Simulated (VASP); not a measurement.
The system is TiO2.

```
CELL_PARAMETERS angstrom
3.01467 0.00000 0.00000
-1.50734 2.61078 0.00000
0.00000 0.00000 4.21978
ATOMIC_POSITIONS crystal
Ti 0.00000 0.00000 0.77815
O 0.33333 0.66667 0.98359
O 0.66667 0.33333 0.54698
```

```yaml
Program: VASP 6.6.1
Task: relaxation of cell and atoms
Functional: PBE
Potentials_or_basis: VASP PAW PBE potentials, release 64 (Ti_sv, O)
Cutoff: 600 eV
k_mesh: 6 × 6 × 4
Occupations: gaussian, width 0.1 eV
Spin: collinear spin, ferromagnetic start
Starting_moments: "[1.0, 0.0, 0.0] μB"
```

At the start: pressure 4.9 GPa; volume 11.07 Å³/atom.

Question: How do energy, volume and symmetry change on relaxing?

Answer: Over 17 steps the energy falls by 49.0 meV/atom and the volume is 12.86 Å³/atom (+16.2 %); space group P-3m1 (No. 164, to 0.05 Å); moment 0.00 μB per cell.

The path:
| step | energy change (eV) | largest force (eV/Å) | pressure (GPa) | volume (Å³) |
| --- | --- | --- | --- | --- |
| 1 | 0.0000 | 0.9640 | 4.91 | 33.21 |
| 2 | -0.0459 | 0.8461 | -5.90 | 34.86 |
| 3 | -0.0591 | 0.4069 | -2.78 | 34.33 |
| 4 | -0.0836 | 0.5243 | 2.51 | 33.99 |
| 5 | -0.0848 | 0.4194 | 1.54 | 34.05 |
| 6 | -0.1022 | 0.2412 | 1.82 | 34.44 |
| 7 | -0.1106 | 0.3839 | 2.35 | 34.95 |
| 8 | -0.1222 | 0.4171 | 0.48 | 35.67 |
| 9 | -0.1302 | 0.4782 | -2.05 | 36.76 |
| 10 | -0.1404 | 0.1545 | -0.59 | 37.04 |
| 11 | -0.1428 | 0.1294 | 0.51 | 37.25 |
| 12 | -0.1428 | 0.1418 | 0.60 | 37.26 |
| 13 | -0.1443 | 0.1121 | 0.52 | 37.51 |
| 14 | -0.1466 | 0.0923 | 0.36 | 38.24 |
| 15 | -0.1467 | 0.0982 | 0.30 | 38.47 |
| 16 | -0.1470 | 0.0485 | -0.66 | 38.64 |
| 17 | -0.1471 | 0.0050 | -0.32 | 38.58 |

Final structure:
```cif
data_structure
_symmetry_space_group_name_H-M 'P 1'
_symmetry_Int_Tables_number 1
_cell_length_a 2.9973
_cell_length_b 2.9973
_cell_length_c 4.9582
_cell_angle_alpha 90.000
_cell_angle_beta 90.000
_cell_angle_gamma 120.000
_cell_volume 38.58
loop_
_atom_site_label
_atom_site_type_symbol
_atom_site_fract_x
_atom_site_fract_y
_atom_site_fract_z
_atom_site_occupancy
Ti1 Ti 0.00000 0.00000 0.76960 1
O1 O 0.33333 0.66667 0.96382 1
O2 O 0.66667 0.33333 0.57531 1
```

Caveat: the volume moved by over 15 % at a fixed basis, so the end points are rough.
